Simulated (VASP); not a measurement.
Here is a VASP 6.6.1 calculation.

Contents of POSCAR:

```
SiC
1.0
    0.0000000000      2.2002144850      2.1628268059
    2.2002144850      0.0000000000      2.1628268059
    2.2002144850      2.2002144850      0.0000000000
Si C
1 1
Direct
    0.0000000000      0.0000000000      0.0000000000
    0.2500000000      0.2500000000      0.2500000000
```

INCAR.step1

```
SYSTEM = SiC
ALGO = Normal ; EDIFF = 1E-8
ENCUT = 500 ; GGA = PS
ISMEAR = 0 ; LASPH = .TRUE.
LCHARG = .FALSE. ; LREAL = .FALSE.
LWAVE = .TRUE. ; NELM = 100
PREC = Accurate ; SIGMA = 0.01
```

The input INCAR.step2:

```
SYSTEM = SiC
ALGO = Exact ; EDIFF = 1E-8
ENCUT = 500 ; GGA = PS
ISMEAR = 0 ; ISTART = 1
LASPH = .TRUE. ; LCHARG = .FALSE.
LOPTICS = .TRUE. ; LREAL = .FALSE.
LWAVE = .TRUE. ; NBANDS = 51
NELM = 1 ; PREC = Accurate
SIGMA = 0.01
```

Contents of INCAR.step3:

```
SYSTEM = SiC
ALGO = EVGW0 ; EDIFF = 1E-8
ENCUT = 500 ; ENCUTGW = 100.0
GGA = PS ; ISMEAR = 0
ISTART = 1 ; LASPH = .TRUE.
LCHARG = .FALSE. ; LREAL = .FALSE.
LWAVE = .FALSE. ; NBANDS = 51
NBANDSGW = 12 ; NELMGW = 1
NOMEGA = 48 ; PREC = Accurate
PRECFOCK = Fast ; SIGMA = 0.01
```

Contents of KPOINTS:

```
k-points
0
G
  6 6 6
  0 0 0
```

Potentials or basis: VASP PAW PBE potentials, release 64 (Si_GW, C_GW).

The run is started by

```sh
$ cat potpaw_PBE.64/Si_GW/POTCAR potpaw_PBE.64/C_GW/POTCAR > POTCAR
$ cp INCAR.step1 INCAR
$ mpirun -np 1 vasp_std > vasp.out
$ cp INCAR.step2 INCAR
$ mpirun -np 1 vasp_std > vasp.out
$ cp INCAR.step3 INCAR
$ mpirun -np 1 vasp_std > vasp.out
```

**Question.** Estimate the quasiparticle gap.

**Answer.** 1.85 eV.

**Question.** Estimate the least direct quasiparticle gap.

**Answer.** 5.46 eV.

**Question.** Estimate the band gap of the starting levels on the mesh.

**Answer.** 1.07 eV.

**Question.** Estimate the least direct gap of the starting levels on the mesh.

**Answer.** 4.41 eV.

Caveat: the k points lie up to 0.41 Å⁻¹ apart; bands, screening cutoff and mesh are small and nothing is extrapolated, so the quasiparticle values aren't converged.
